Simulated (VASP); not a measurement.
Here is a VASP 6.6.1 calculation.

INCAR

```
SYSTEM = HfC
PREC = Accurate ; ENCUT = 600
EDIFF = 1E-6 ; ISMEAR = -1
SIGMA = 0.05 ; LREAL = .False.
LASPH = .True. ; NELM = 60
ALGO = Normal ; ISIF = 3
LWAVE = .False. ; LCHARG = .False.
GGA = PE ; IBRION = 2
NSW = 32 ; EDIFFG = -0.005
PSTRESS = 200.0
```

Contents of KPOINTS:

```
Automatic mesh
0
Gamma
  15 15 13
  0 0 0
```

POSCAR

```
HfC
1.0
    3.1330593337      0.0000000000      0.0000000000
   -1.5665296669      2.7133089746      0.0000000000
    0.0000000000      0.0000000000      2.8522943939
Hf C
1 1
Direct
    0.0000000000      0.0000000000      0.0000000000
    0.3333333333      0.6666666667      0.5000000000
```

Potentials or basis: VASP PAW PBE potentials, release 64 (Hf_pv, C).

The run is started by

```sh
$ cat potpaw_PBE.64/Hf_pv/POTCAR potpaw_PBE.64/C/POTCAR > POTCAR
$ mpirun -np 1 vasp_std > vasp.out
```

Q: Estimate the relaxed volume.

A: 12.09 Å³/atom.

Q: Estimate the space group after relaxing (to 0.05 Å).

A: P-6m2 (No. 187).

Q: What does it give for the relaxed cell?

A: a = 3.131 Å, b = 3.131 Å, c = 2.847 Å, α = 90.00°, β = 90.00°, γ = 120.00°.

Q: What does it give for the band gap on the k mesh?

A: Zero (band 7 reaches 6.21 eV, above the bottom of band 8 at 6.04 eV).

Final structure:
```cif
data_structure
_symmetry_space_group_name_H-M 'P 1'
_symmetry_Int_Tables_number 1
_cell_length_a 3.1311
_cell_length_b 3.1311
_cell_length_c 2.8473
_cell_angle_alpha 90.000
_cell_angle_beta 90.000
_cell_angle_gamma 120.000
_cell_volume 24.17
loop_
_atom_site_label
_atom_site_type_symbol
_atom_site_fract_x
_atom_site_fract_y
_atom_site_fract_z
_atom_site_occupancy
Hf1 Hf 0.00000 0.00000 0.00000 1
C1 C 0.33333 0.66667 0.50000 1
```

Caveat: the cell is relaxed towards a set pressure, so the enthalpy falls and the energy may rise; spin-orbit coupling is left out, which moves the levels of the heavy elements.
